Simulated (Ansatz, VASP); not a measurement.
# One calculation of Ag3Sb2, two programs

```xyz
5
Lattice="5.1707 0.0000 0.0000 -2.5853 4.4779 0.0000 0.0000 0.0000 5.2422" Properties=species:S:1:pos:R:3 pbc="T T T"
Ag    1.7305    0.0000    0.0000
Ag   -0.8652    1.4986    0.0000
Ag    1.7201    2.9793    0.0000
Sb    0.0000    2.9853    2.6211
Sb    2.5853    1.4926    2.6211
```

Alike in both runs: functional PBE; k mesh 4 × 4 × 3; occupations gaussian, width 0.2 eV; no spin polarisation.

Ansatz relaxed the structure, and its values are those at the end. VASP's run is a single point on that final structure, the one shown.

|  | VASP | Ansatz |
| --- | --- | --- |
| version | VASP 6.6.1 | Ansatz 0.2.0 |
| potentials or method | VASP PAW PBE potentials, release 64 (Ag, Sb), cutoff 500 eV | scalar-relativistic, plane waves, PAW |
| valence electrons in the cell | 43 | 87 |

|  | VASP | Ansatz | Ansatz less VASP |
| --- | --- | --- | --- |
| gap on the k mesh at the Fermi level (eV) | none | none | - |
| pressure (GPa) | 0.3 | 0.4 | +0.02 |

A gap of «none» marks a metal or a gap that the smearing closes. VASP's potentials hold 43 valence electrons a cell and Ansatz's 87, so a difference there can come from the potentials and not from the codes.

The k mesh is coarse, so the values compare programs but aren't converged. Spin-orbit coupling is off throughout.
